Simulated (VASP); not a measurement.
Write the native input for VASP 6.6.1 that does the following.

| Item | Value |
| --- | --- |
| Task | single point |
| Functional | PBE |
| Potentials or basis | VASP PAW PBE potentials, release 64 (Pd) |
| Cutoff | 520 eV |
| k mesh | 11 × 11 × 6 |
| Occupations | gaussian, width 0.022 eV |
| Spin | no spin polarisation |
| Dipole correction | no |
| Further INCAR settings | ALGO = Normal; EDIFF = 1e-06; NBANDS = 17 |

The structure of Pd lies in POSCAR:

```
Pd
1.0
    2.7836650458      0.0000000000      0.0000000000
   -1.3918325229      2.4107246453      0.0000000000
    0.0000000000      0.0000000000      4.6288930000
Pd
2
Direct
    0.3333333333      0.6666666667      0.2500000000
    0.6666666667      0.3333333333      0.7500000000
```

One way to write it, as run:

INCAR

```
PREC     = Accurate       # precision mode
ENCUT    = 520            # plane-wave cutoff, eV
EDIFF    = 1E-6           # SCF threshold, eV
ISMEAR   = 0              # smearing method
SIGMA    = 0.022          # smearing width, eV
LREAL    = False          # projectors in reciprocal space
LASPH    = True           # aspherical terms in the spheres
NELM     = 60             # most SCF steps
ALGO     = Normal         # electronic algorithm
ISIF     = 2              # what is computed and relaxed
LWAVE    = False          # write WAVECAR
LCHARG   = False          # write CHGCAR
GGA      = PE             # functional
NBANDS   = 17             # bands
```

KPOINTS

```
regular mesh
0
Gamma
  11 11 6
```

Potentials or basis: VASP PAW PBE potentials, release 64 (Pd).

Command:

```console
$ cat potpaw_PBE.64/Pd/POTCAR > POTCAR
$ mpirun -np 1 vasp_std > vasp.out
```

Results of the run:

- Pressure: -1.8 GPa
- Band gap on the k mesh: zero (band 10 reaches 9.07 eV, above the bottom of band 11 at 8.28 eV)

Run time: 16 s on 1 thread of Intel(R) Xeon(R) Platinum 8488C (Sapphire Rapids) (shared host), peak memory 0.17 GiB.
